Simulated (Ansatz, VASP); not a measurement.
**In2O3: VASP beside Ansatz**

Contents of INCAR:

```
PREC = Accurate
ENCUT = 520
EDIFF = 1E-6
ISMEAR = -1
SIGMA = 0.02
LREAL = False
LASPH = True
NELM = 100
ALGO = Normal
ISIF = 2
LWAVE = False
LCHARG = False
GGA = PE
NBANDS = 55
```

File KPOINTS:

```
regular mesh
0
Gamma
  6 6 6
```

The input POSCAR:

```
In2O3
1.0
    2.8089827434      1.6217669431      4.7563898885
   -2.8089827434      1.6217669431      4.7563898885
    0.0000000000     -3.2435338861      4.7563898885
In O
4 6
Direct
    0.6413943942      0.6413943942      0.6413943942
    0.8586056058      0.8586056058      0.8586056058
    0.3586056058      0.3586056058      0.3586056058
    0.1413943942      0.1413943942      0.1413943942
    0.0464280249      0.7500000000      0.4535719751
    0.7500000000      0.4535719751      0.0464280249
    0.4535719751      0.0464280249      0.7500000000
    0.9535719751      0.2500000000      0.5464280249
    0.5464280249      0.9535719751      0.2500000000
    0.2500000000      0.5464280249      0.9535719751
```

Input for Ansatz:

```yaml
crystal:
  lattice:
    - [2.8089827434, 1.6217669431, 4.7563898885]
    - [-2.8089827434, 1.6217669431, 4.7563898885]
    - [0.0, -3.2435338861, 4.7563898885]
  atoms:
    - { symbol: In, position: [0.6413943942, 0.6413943942, 0.6413943942] }
    - { symbol: In, position: [0.8586056058, 0.8586056058, 0.8586056058] }
    - { symbol: In, position: [0.3586056058, 0.3586056058, 0.3586056058] }
    - { symbol: In, position: [0.1413943942, 0.1413943942, 0.1413943942] }
    - { symbol: O, position: [0.0464280249, 0.75, 0.4535719751] }
    - { symbol: O, position: [0.75, 0.4535719751, 0.0464280249] }
    - { symbol: O, position: [0.4535719751, 0.0464280249, 0.75] }
    - { symbol: O, position: [0.9535719751, 0.25, 0.5464280249] }
    - { symbol: O, position: [0.5464280249, 0.9535719751, 0.25] }
    - { symbol: O, position: [0.25, 0.5464280249, 0.9535719751] }
kpoints:
  mp_grid: { grid: [6, 6, 6] }
  band_path:
    path:
      - [0.0, 0.0, 0.0]
      - [0.5, 0.5, 0.5]
      - [0.7617877973, 0.2382122027, 0.5]
      - [0.5, -0.2382122027, 0.2382122027]
      - [0.5, 0.0, 0.0]
      - [0.3691061014, -0.3691061014, 0.0]
      - [0.6308938986, 0.0, 0.3691061014]
      - [0.5, 0.0, 0.5]
      - [-0.010417, -0.010417, 0.28125]
    npoints: 1
hamiltonian:
  xc: pbe
scf:
  occupations: { method: fermi_dirac, width: 0.02 }
  n_extra_bands: 6
output:
  forces: true
  stress: true
  eigenvalues: true
```

Change from the starting cell: epitaxial_xy strain +2.0%.

Alike in both runs: task single point; functional PBE; k mesh 6 × 6 × 6; occupations fermi-dirac, width 0.02 eV; no spin polarisation.

|  | VASP | Ansatz |
| --- | --- | --- |
| version | VASP 6.6.1 | Ansatz 0.2.0 |
| potentials or method | VASP PAW PBE potentials, release 64 (In_d, O) | plane waves, PAW |
| plane-wave cutoff (eV) | 520 | 420 |
| valence electrons in the cell | 88 | 88 |

Ansatz gave:

```
gap on the k mesh at the Fermi level (eV)                     : 1.00
pressure (GPa)                                                : 2.1
traceless stress, the component that is largest in VASP (GPa) : 3.50
rms of the force components (eV/Å)                            : 0.042
```

**Question.** Which values does VASP return?

**Answer.** gap on the k mesh at the Fermi level (eV): 0.99; pressure (GPa): 2.5; traceless stress, the component that is largest in VASP (GPa): 3.37; rms of the force components (eV/Å): 0.039.

Atom by atom the forces differ by 0.005 eV/Å (rms over components).
